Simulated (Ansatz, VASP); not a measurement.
## BaF2: VASP beside Ansatz

```
Ba F
1.0
     0.00000    3.12300    3.12300
     3.12300    0.00000    3.12300
     3.12300    3.12300    0.00000
Ba F
1 2
Direct
  0.00000 0.00000 0.00000
  0.25000 0.25000 0.25000
  0.75000 0.75000 0.75000
```

Alike in both runs: task single point; functional PBE; k mesh 6 × 6 × 6; occupations gaussian, width 0.02 eV; no spin polarisation.

|  | VASP | Ansatz |
| --- | --- | --- |
| version | VASP 6.6.1 | Ansatz 0.2.0 |
| potentials or method | VASP PAW PBE potentials, release 64 (Ba_sv, F), cutoff 600 eV | scalar-relativistic, plane waves, PAW |
| valence electrons in the cell | 24 | 24 |

```tsv
	VASP	Ansatz	Ansatz less VASP
gap on the k mesh at the Fermi level (eV)	6.68	6.75	+0.071
least direct gap on the mesh (eV)	6.73	6.82	+0.081
```

With one functional, cell and mesh, what is left measures potentials, basis and numerics.

Spin-orbit coupling is off throughout.
